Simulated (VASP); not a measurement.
# HgTe: single point with LDA

The system is HgTe.

```
CELL_PARAMETERS angstrom
0.00000 2.97880 2.97880
2.97880 0.00000 2.97880
2.97880 2.97880 0.00000
ATOMIC_POSITIONS crystal
Hg 0.00000 0.00000 0.00000
Te 0.50000 0.50000 0.50000
```

```json
{
 "Program": "VASP 6.6.1",
 "Task": "single point",
 "Functional": "LDA",
 "Potentials or basis": "VASP PAW LDA potentials, release 64 (Hg, Te)",
 "Cutoff": "500 eV",
 "k mesh": "10 × 10 × 10",
 "Occupations": "fermi-dirac, width 0.08 eV",
 "Spin": "no spin polarisation",
 "Dipole correction": "no",
 "Further INCAR settings": "ALGO = Normal; EDIFF = 1e-06; NBANDS = 16"
}
```

```json
{
 "Pressure": "-0.1 GPa",
 "Band gap on the k mesh": "zero (bands 9 and 10 overlap by 2.92 eV)"
}
```

Levels at points of the mesh, in eV from the Fermi level:
| k point | band 5 | band 6 | band 7 | band 8 | band 9 | band 10 | band 11 | band 12 | band 13 | band 14 |
| --- | --- | --- | --- | --- | --- | --- | --- | --- | --- | --- |
| (0.00, 0.00, 0.00) | -6.91 | -6.91 | -0.80 | -0.80 | -0.80 | -0.75 | 7.68 | 7.68 | 7.68 | 7.87 |
| (0.50, 0.00, 0.00) | -6.70 | -6.70 | -5.81 | 0.37 | 0.37 | 2.48 | 3.82 | 3.82 | 4.01 | 10.54 |
| (0.50, 0.50, 0.00) | -6.61 | -5.90 | -4.75 | -2.90 | -2.55 | -2.55 | 4.73 | 9.47 | 9.47 | 10.04 |

It took 27 s on 1 thread of Intel Xeon 8259CL, on a shared host, peak memory 0.18 GiB.

Caveat: spin-orbit coupling is left out, which moves the levels of the heavy elements.
